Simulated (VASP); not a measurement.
# Rh (Fm-3m) in VASP: notebook

The runs below take Rh through single point, relaxation of volume and atoms at fixed shape, with PBEsol.

Program: VASP 6.6.1. These are calculated values, not measurements. Logs are shortened: lines on timing, memory, paths and dates and some standing lists are left out, and cuts for length are marked.

**1. The cell of the first run**

It takes space group Fm-3m (No. 225, cubic). The conventional cell has a = 3.782 Å, b = 3.782 Å, c = 3.782 Å, α = 90.00°, β = 90.00°, γ = 90.00°. Within 3.5 Å of Rh (site symmetry m-3m) lie 12 Rh at 2.67 Å.

**2. Single point, PBEsol**

Input file INCAR:

```
SYSTEM = Rh
PREC = Accurate
ENCUT = 520
EDIFF = 1E-6
ISMEAR = -1
SIGMA = 0.05
LREAL = .False.
LASPH = .True.
NELM = 80
ALGO = Normal
ISIF = 2
LWAVE = .False.
LCHARG = .False.
GGA = PS
NBANDS = 14
```

Input file KPOINTS:

```
regular mesh
0
Gamma
  11 11 11
  0 0 0
```

Input file POSCAR:

```
Rh
1.0
    0.0000000000      1.8908806028      1.8908806028
    1.8908806028      0.0000000000      1.8908806028
    1.8908806028      1.8908806028      0.0000000000
Rh
1
Direct
    0.0000000000      0.0000000000      0.0000000000
```

Potentials or basis: VASP PAW PBE potentials, release 64 (Rh_pv).

The run is started by

```
$ cat potpaw_PBE.64/Rh_pv/POTCAR > POTCAR
$ mpirun -np 1 vasp_std > vasp.out
```

OUTCAR:

```text
SYSTEM = Rh
   PREC = Accurate
   ENCUT = 520
   EDIFF = 1E-6
   ISMEAR = -1
   LREAL = .False.
   LASPH = .True.
   NELM = 80
   ISIF = 2
   GGA = PS

 ion  position               nearest neighbor table
   1  0.000  0.000  0.000-

  LATTYP: Found a face centered cubic cell.
 ALAT       =     3.7817612056

  Lattice vectors:

 A1 = (   0.0000000000,   1.8908806028,   1.8908806028)
 A2 = (   1.8908806028,   0.0000000000,   1.8908806028)
 A3 = (   1.8908806028,   1.8908806028,   0.0000000000)

Analysis of symmetry for initial positions (statically):
=====================================================================
 Subroutine PRICEL returns:
 Original cell was already a primitive cell.

 Routine SETGRP: Setting up the symmetry group for a
 face centered cubic supercell.

 Subroutine GETGRP returns: Found 48 space group operations
 (whereof 48 operations were pure point group operations)
 out of a pool of 48 trial point group operations.

The static configuration has the point symmetry O_h .

Analysis of symmetry for dynamics (positions and initial velocities):
=====================================================================
 Subroutine PRICEL returns:
 Original cell was already a primitive cell.

 Routine SETGRP: Setting up the symmetry group for a
 face centered cubic supercell.

 Subroutine GETGRP returns: Found 48 space group operations
 (whereof 48 operations were pure point group operations)
 out of a pool of 48 trial point group operations.

The dynamic configuration has the point symmetry O_h .

 Subroutine INISYM returns: Found 48 space group operations
 (whereof 48 operations are pure point group operations),
 and found     1 'primitive' translations

----------------------------------------------------------------------------------------

                                     Primitive cell

  volume of cell :      13.5214

  direct lattice vectors                    reciprocal lattice vectors
     0.000000000  1.890880603  1.890880603    -0.264427061  0.264427061  0.264427061
     1.890880603  0.000000000  1.890880603     0.264427061 -0.264427061  0.264427061
     1.890880603  1.890880603  0.000000000     0.264427061  0.264427061 -0.264427061

  length of vectors
     2.674108993  2.674108993  2.674108993     0.458001104  0.458001104  0.458001104

  position of ions in fractional coordinates (direct lattice)
     0.000000000  0.000000000  0.000000000

  ion indices of the primitive-cell ions
   primitive index   ion index
                 1           1

----------------------------------------------------------------------------------------

 KPOINTS: regular mesh

Automatic generation of k-mesh.
 Grid dimensions read from file:
 generate k-points for:   11   11   11

 Generating k-lattice:

  Cartesian coordinates                     Fractional coordinates (reciprocal lattice)
    -0.024038824  0.024038824  0.024038824     0.090909091  0.000000000  0.000000000
     0.024038824 -0.024038824  0.024038824     0.000000000  0.090909091  0.000000000
     0.024038824  0.024038824 -0.024038824     0.000000000  0.000000000  0.090909091

  Length of vectors
     0.041636464  0.041636464  0.041636464

  Shift w.r.t. Gamma in fractional coordinates (k-lattice)
     0.000000000  0.000000000  0.000000000

 Subroutine IBZKPT returns following result:
 ===========================================

 Found     56 irreducible k-points:

 Following reciprocal coordinates:
            Coordinates               Weight
  0.000000  0.000000  0.000000      1.000000
  0.090909  0.000000  0.000000      8.000000
  0.181818  0.000000  0.000000      8.000000
  0.272727  0.000000  0.000000      8.000000
  0.363636  0.000000  0.000000      8.000000
  0.454545  0.000000  0.000000      8.000000
[... 16 lines left out ...]
 -0.272727  0.181818  0.000000     24.000000
 -0.181818  0.181818  0.000000     12.000000
 [... further k-points ...]
   k-points           NKPTS =     56   k-points in BZ     NKDIM =     56   number of bands    NBANDS=     14
   number of dos      NEDOS =    301   number of ions     NIONS =      1
   total plane-waves  NPLWV =   8000
   dimension x,y,z NGX =    20 NGY =   20 NGZ =   20
   dimension x,y,z NGXF=    40 NGYF=   40 NGZF=   40
   ions per type =               1
   NGX,Y,Z   is equivalent  to a cutoff of  12.43, 12.43, 12.43 a.u.
   NGXF,Y,Z  is equivalent  to a cutoff of  24.87, 24.87, 24.87 a.u.
 SYSTEM =  Rh
   PREC   = accura    normal or accurate (medium, high low for compatibility)
   ISTART =      0    job   : 0-new  1-cont  2-samecut
   ICHARG =      2    charge: 1-file 2-atom 10-const
   ISPIN  =      1    spin polarized calculation?
   LNONCOLLINEAR =      F non collinear calculations
   LSORBIT =      F    spin-orbit coupling
   LASPH  =      T    aspherical Exc in radial PAW
   ENCUT  =  520.0 eV  38.22 Ry    6.18 a.u.   4.97  4.97  4.97*2*pi/ulx,y,z
   NELM   =     80;   NELMIN=  2; NELMDL= -5     # of ELM steps
   EDIFF  = 0.1E-05   stopping-criterion for ELM
   LREAL  =      F    real-space projection
   EDIFFG = 0.1E-04   stopping-criterion for IOM
   NSW    =      0    number of steps for IOM
   IBRION =     -1    ionic relax: 0-MD 1-quasi-New 2-CG
   NFREE  =      0    steps in history (QN), initial steepest desc. (CG)
   ISIF   =      2    stress and relaxation
   ISYM   =      2    0-nonsym 1-usesym 2-fastsym
   POTIM  = 0.5000    time-step for ionic-motion
   TEBEG  =    0.0;   TEEND  =   0.0 temperature during run
   PSTRESS=    0.0 pullay stress
   NELECT =      15.0000    total number of electrons
   NUPDOWN=      -1.0000    fix difference up-down
   EMIN   =  10.00;   EMAX   =-10.00  energy-range for DOS
   EFERMI =   0.00;   METHOD = LEGACY
   ISMEAR =    -1;   SIGMA  =   0.05  broadening in eV -4-tet -1-fermi 0-gaus
   EFERMI_NEDOS =   21; number of points for ismear=-14 and -15
   IALGO  =     38    algorithm
   IMIX   =      4    mixing-type and parameters
     AMIX     =   0.40;   BMIX     =  1.00
     AMIX_MAG =   1.60;   BMIX_MAG =  1.00
  volume/ion in A,a.u.               =      13.52        91.25
  Fermi-wavevector in a.u.,A,eV,Ry     =   1.694719  3.202555 39.076939  2.872074
  Thomas-Fermi vector in A             =   2.775894
   LORBIT       =      0    0 simple, 1 ext, 2 COOP (PROOUT), +10 PAW based schemes
   GGA     = PS    functional components
   LHFCALC =     F    Hartree Fock is set to
   AEXX    =    0.0000 exact exchange contribution
   IVDW    =     0    specifies the selected vdW correction
   LEPSILON=     F    determine dielectric tensor
   LRPA    =     F    only Hartree local field effects (RPA)
 non-spin polarized calculation
  energy-cutoff  :      520.00
  volume of cell :       13.52
 maximum number of plane-waves:       375
   NGX =  9   NGY =  9   NGZ =  9

 number of electron      15.0000007 magnetization

 Free energy of the ion-electron system (eV)
  ---------------------------------------------------
  ext. energy  EPLUGINS =         0.00000000
  ---------------------------------------------------
  free energy    TOTEN  =        -8.13309471 eV

  energy without entropy =       -8.11945465  energy(sigma->0) =       -8.12627468

 E-fermi :  12.0682     XC(G=0): -14.3221

 val. band max:       12.0620779390   @ k =   0.3636   0.3636   0.0000
 cond. band min:      12.0845747033   @ k =   0.3636   0.0000   0.0000
 fundamental gap:      0.0224967644
 Fermi energy:        12.0682183580

 k-point     1 :       0.0000    0.0000    0.0000
  band No.  band energies     occupation
      1     -34.2704      2.00000
      2     -34.2704      2.00000
      3     -34.2704      2.00000
      4       3.8850      2.00000
      5       8.9050      2.00000
      6       8.9050      2.00000
      7       8.9050      2.00000
      8      11.0753      2.00000
      9      11.0753      2.00000
     10      27.9831      0.00000
     11      32.4385      0.00000
     12      33.5277      0.00000
     13      33.5277      0.00000
     14      33.5277      0.00000

 k-point     2 :       0.0909    0.0000    0.0000
  band No.  band energies     occupation
      1     -34.3347      2.00000
      2     -34.2790      2.00000
      3     -34.2790      2.00000
      4       4.2189      2.00000
      5       8.7605      2.00000
      6       9.0326      2.00000
      7       9.0326      2.00000
      8      11.0066      2.00000
      9      11.0066      2.00000
     10      28.4664      0.00000
     11      31.9261      0.00000
     12      32.4447      0.00000
     13      34.0251      0.00000
     14      34.0251      0.00000

 k-point     3 :       0.1818    0.0000    0.0000
  band No.  band energies     occupation
      1     -34.5050      2.00000
      2     -34.3021      2.00000
      3     -34.3021      2.00000
      4       5.0774      2.00000
      5       8.5417      2.00000
      6       9.2644      2.00000
      7       9.2644      2.00000
      8      10.9802      2.00000
      9      10.9802      2.00000
     10      29.2099      0.00000
     11      29.5351      0.00000
     12      32.4403      0.00000
     13      35.3839      0.00000
     14      35.3839      0.00000
[... 324 lines left out ...]
 k-point    23 :      -0.2727    0.1818    0.0000
  band No.  band energies     occupation
      1     -34.8328      2.00000
      2     -34.5234      2.00000
      3     -34.3597      2.00000
      4       6.9764      2.00000
      5       8.3852      2.00000
      6       8.7965      2.00000
      7       9.8068      2.00000
      8      10.9669      2.00000
      9      14.2459      0.00000
     10      25.1989      0.00000
     11      28.2129      0.00000
     12      31.4957      0.00000
     13      32.4485      0.00000
     14      36.3203      0.00000

 k-point    24 :      -0.1818    0.1818    0.0000
  band No.  band energies     occupation
      1     -34.7035      2.00000
      2     -34.4541      2.00000
      3     -34.3251      2.00000
      4       6.6199      2.00000
      5       7.9699      2.00000
      6       9.1084      2.00000
      7      10.0815      2.00000
      8      10.1431      2.00000
      9      12.7845      0.00000
     10      27.5940      0.00000
     11      29.2510      0.00000
     12      32.4329      0.00000
     13      33.3288      0.00000
     14      34.1455      0.00000

 [... further k-points ...]
[... 5 lines left out ...]
  --------------------------------------------------------------------------------------
  -------------------------------------------------------------------------------------
  Total       -0.0047566     -0.0047566     -0.0047566      0.0000000     -0.0000000      0.0000000
  in kB       -0.5636164     -0.5636164     -0.5636164      0.0000000     -0.0000000      0.0000000
  external PRESSURE =      -0.5636164 kB  Pullay stress =       0.0000000 kB

 VOLUME and BASIS-vectors are now :
 -----------------------------------------------------------------------------
  energy-cutoff  :      520.00
  volume of cell :       13.52
      direct lattice vectors                 reciprocal lattice vectors
     0.000000000  1.890880603  1.890880603    -0.264427061  0.264427061  0.264427061
     1.890880603  0.000000000  1.890880603     0.264427061 -0.264427061  0.264427061
     1.890880603  1.890880603  0.000000000     0.264427061  0.264427061 -0.264427061

 POSITION                                       TOTAL-FORCE (eV/Angst)
 -----------------------------------------------------------------------------------
      0.00000      0.00000      0.00000        -0.000000      0.000000     -0.000000
 -----------------------------------------------------------------------------------
    total drift:                               -0.000000     -0.000000     -0.000000

  FREE ENERGIE OF THE ION-ELECTRON SYSTEM (eV)
  ---------------------------------------------------
  free  energy   TOTEN  =        -8.1330947052 eV

  energy  without entropy=       -8.1194546546  energy(sigma->0) =       -8.12627468
```

Run time: 8.7 s. Hardware: 1 thread of AMD EPYC 7R13 (Zen 3), shared host; peak memory 0.1 GiB.

Results:

| Item | Value |
| --- | --- |
| Free energy | -8.1331 eV |
| Pressure | -0.1 GPa |

Caveat: the PAW data sets were made with another functional, which shifts forces and pressure a little.

**3. Relaxation of volume and atoms at fixed shape, PBEsol**

This run uses another cell than the first one, of 13.67 Å³/atom, 1.011 times its volume.

Input file INCAR:

```
SYSTEM = Rh
PREC     = Accurate       ! precision mode
ENCUT    = 600            ! plane-wave cutoff, eV
EDIFF    = 1E-6           ! SCF threshold, eV
ISMEAR   = -1             ! smearing method
SIGMA    = 0.05           ! smearing width, eV
LREAL    = .False.        ! projectors in reciprocal space
LASPH    = .True.         ! aspherical terms in the spheres
NELM     = 100            ! most SCF steps
ALGO     = Normal         ! electronic algorithm
ISIF     = 8              ! what is computed and relaxed
LWAVE    = .False.        ! write WAVECAR
LCHARG   = .False.        ! write CHGCAR
GGA      = PS             ! functional
IBRION   = 2              ! ionic algorithm
NSW      = 80             ! ionic steps
EDIFFG   = -0.03          ! ionic threshold
```

Input file KPOINTS:

```
Automatic mesh
0
Gamma
  11 11 11
  0 0 0
```

Input file POSCAR:

```
Rh
1.0
    0.0000000000      1.8978500000      1.8978500000
    1.8978500000      0.0000000000      1.8978500000
    1.8978500000      1.8978500000      0.0000000000
Rh
1
Direct
    0.0000000000      0.0000000000      0.0000000000
```

Potentials or basis: VASP PAW PBE potentials, release 64 (Rh_pv).

The run is started by

```
$ cat potpaw_PBE.64/Rh_pv/POTCAR > POTCAR
$ mpirun -np 1 vasp_std > vasp.out
```

It took 28 s on 1 thread of AMD EPYC 7R13 (Zen 3), shared host; peak memory 0.12 GiB.

It converged, with:

```
Free energy                            : -8.1336 eV
Relaxed volume                         : 13.52 Å³/atom
Relaxed cell                           : a = 2.674 Å, b = 2.674 Å, c = 2.674 Å, α = 60.00°, β = 60.00°, γ = 60.00°
Space group after relaxing (to 0.05 Å) : Fm-3m (No. 225)
Energy gained by relaxing              : 1.6 meV/atom
Ionic steps                            : 3
Pressure after relaxing                : 0.0 GPa
```

The path:
```csv
step,energy change (eV),largest force (eV/Å),pressure (GPa),volume (Å³)
1,0.0000,0.0000,-3.32,13.67
2,0.0097,0.0000,9.50,13.12
3,-0.0016,0.0000,-0.03,13.52
```

Final structure:
```cif
data_structure
_symmetry_space_group_name_H-M 'P 1'
_symmetry_Int_Tables_number 1
_cell_length_a 2.6737
_cell_length_b 2.6737
_cell_length_c 2.6737
_cell_angle_alpha 60.000
_cell_angle_beta 60.000
_cell_angle_gamma 60.000
_cell_volume 13.52
loop_
_atom_site_label
_atom_site_type_symbol
_atom_site_fract_x
_atom_site_fract_y
_atom_site_fract_z
_atom_site_occupancy
Rh1 Rh 0.00000 0.00000 0.00000 1
```

Levels at points of the mesh, in eV from the Fermi level:
```
           k point  band 5  band 6  band 7  band 8  band 9  band 10
(0.00, 0.00, 0.00)   -3.17   -3.17   -3.17   -0.99   -0.99    15.91
```

Caveat: the PAW data sets were made with another functional, which shifts forces and pressure a little.
